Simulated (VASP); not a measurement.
A run of VASP 6.6.1 is set up as follows.

File INCAR:

```
PREC = Accurate
ENCUT = 520
EDIFF = 1E-7
ISMEAR = 0
SIGMA = 0.01
LREAL = F
LASPH = T
NELM = 100
ALGO = Normal
ISIF = 2
LWAVE = F
LCHARG = T
LELF = T
LVHAR = T
NBANDS = 28
```

Contents of KPOINTS:

```
Automatic mesh
0
Gamma
  6 6 4
```

File POSCAR:

```
La2O3
1.0
    3.9825046950      0.0000000000      0.0000000000
   -1.9912523475      3.4489496240      0.0000000000
    0.0000000000      0.0000000000      6.1923836708
La O
2 3
Direct
    0.6666666667      0.3333333333      0.7537640000
    0.3333333333      0.6666666667      0.2462360000
    0.6666666667      0.3333333333      0.3541090000
    0.3333333333      0.6666666667      0.6458910000
    0.0000000000      0.0000000000      0.0000000000
```

Potentials or basis: VASP PAW LDA potentials, release 64 (La, O).

The run is started by

```sh
$ cat potpaw_LDA.64/La/POTCAR potpaw_LDA.64/O/POTCAR > POTCAR
$ mpirun -np 1 vasp_std > vasp.out
```

Task: Predict the largest force.

Result: 0.438 eV/Å.

Task: Estimate the pressure.

Result: -10.8 GPa.

Task: Estimate the band gap on the k mesh.

Result: 3.68 eV (least direct gap 3.83 eV).

Stress tensor (GPa, compression positive):
```
-11.37   0.00   0.00
  0.00 -11.37   0.00
  0.00   0.00  -9.64
```

Caveat: the cell stands under tension; spin-orbit coupling is left out, which moves the levels of the heavy elements. A k mesh can miss the band edges.
